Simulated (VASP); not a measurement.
## Hg: relaxation of cell and atoms with LDA

The system is Hg.

```
Hg
1.0
     2.90464    0.00000    0.00000
     0.00000    2.90464    0.00000
     0.00000    0.00000    2.90464
Hg
1
Direct
  0.00000 0.00000 0.00000
```

```yaml
Program: VASP 6.6.1
Task: relaxation of cell and atoms
Functional: LDA
Potentials_or_basis: VASP PAW LDA potentials, release 64 (Hg_sv_GW)
Cutoff: 550 eV
k_mesh: 14 × 14 × 14
Occupations: fermi-dirac, width 0.05 eV
Spin: no spin polarisation
Dipole_correction: no
Further_INCAR_settings: ALGO = Normal; EDIFF = 1e-07; IBRION = 2; EDIFFG = -0.005; NSW = 60; ISIF = 3
```

* Relaxed volume: 24.18 Å³/atom
* Relaxed cell: a = 2.892 Å, b = 2.892 Å, c = 2.892 Å, α = 90.00°, β = 90.00°, γ = 90.00°
* Space group after relaxing (to 0.1 Å): Pm-3m (No. 221)
* Energy gained by relaxing: 0.8 meV/atom
* Ionic steps: 3
* Pressure after relaxing: 0.0 GPa
* Band gap on the k mesh: zero (bands 10 and 11 overlap by 7.18 eV)

The path:
| step | energy change (eV) | largest force (eV/Å) | pressure (GPa) | volume (Å³) |
| --- | --- | --- | --- | --- |
| 1 | 0.0000 | 0.0000 | -0.76 | 24.51 |
| 2 | -0.0007 | 0.0000 | 0.21 | 24.10 |
| 3 | -0.0008 | 0.0000 | -0.01 | 24.18 |

Final structure:
```
Hg
1.0
     2.89184    0.00000    0.00000
     0.00000    2.89184    0.00000
     0.00000    0.00000    2.89184
Hg
1
Direct
  0.00000 0.00000 0.00000
```

Levels at points of the mesh, in eV from the Fermi level:
```csv
k point,band 7,band 8,band 9,band 10,band 11,band 12,band 13,band 14
"(0.00, 0.00, 0.00)",-8.54,-5.91,-5.91,-5.91,10.40,10.40,10.40,14.51
"(0.50, 0.00, 0.00)",-6.75,-6.75,-5.84,-2.53,-2.21,13.99,14.63,14.63
"(0.50, 0.50, 0.00)",-6.61,-6.61,-5.18,1.32,1.32,1.35,7.74,17.36
"(0.50, 0.50, 0.50)",-7.92,-5.13,-5.13,4.97,4.97,4.97,5.99,8.40
```

Run time: 39 s on 1 thread of AMD EPYC 9R45 96-Core Processor (Zen 5) (shared host), peak memory 0.15 GiB.

Caveat: spin-orbit coupling is left out, which moves the levels of the heavy elements.
